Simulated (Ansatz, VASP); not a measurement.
## AlN in VASP and in Ansatz

The input INCAR:

```
SYSTEM = AlN
ALGO = Normal
EDIFF = 1E-6
ENCUT = 520
GGA = CA
ISIF = 2
ISMEAR = 0
LASPH = .TRUE.
LCHARG = .FALSE.
LREAL = .FALSE.
LWAVE = .FALSE.
NBANDS = 11
NELM = 60
PREC = Accurate
SIGMA = 0.01
```

File KPOINTS:

```
k-points
0
G
  8 8 8
  0 0 0
```

Contents of POSCAR:

```
AlN
1.0
    0.0000000000      2.1839940000      2.1839940000
    2.1839940000      0.0000000000      2.1839940000
    2.1839940000      2.1839940000      0.0000000000
Al N
1 1
Direct
    0.0000000000      0.0000000000      0.0000000000
    0.7500000000      0.7500000000      0.7500000000
```

Input for Ansatz:

```yaml
crystal:
  lattice:
    - [0.0, 2.183994, 2.183994]
    - [2.183994, 0.0, 2.183994]
    - [2.183994, 2.183994, 0.0]
  atoms:
    - { symbol: Al, position: [0.0, 0.0, 0.0] }
    - { symbol: "N", position: [0.75, 0.75, 0.75] }
basis:
  ecutwfc: 420.0
kpoints:
  mp_grid:
    grid: [8, 8, 8]
hamiltonian:
  xc: lda
  pseudopotentials:
    kind: paw
scf:
  occupations:
    method: fixed
output:
  stress: true
```

Alike in both runs: task single point; functional LDA; k mesh 8 × 8 × 8; no spin polarisation.

```csv
,VASP,Ansatz
version,VASP 6.6.1,Ansatz 0.2.0
potentials or method,"VASP PAW LDA potentials, release 64 (Al, N), cutoff 520 eV","plane waves, PAW"
occupations,"gaussian, width 0.01 eV",fixed
valence electrons in the cell,8,8
```

VASP gave:

| Property | Result |
| --- | --- |
| pressure (GPa) | -3.0 |

Task: Which values does Ansatz return?

Result: Pressure (GPa): -3.6.

LDA's correlation is that of Perdew and Zunger in VASP and of Perdew and Wang (1992) in Ansatz.
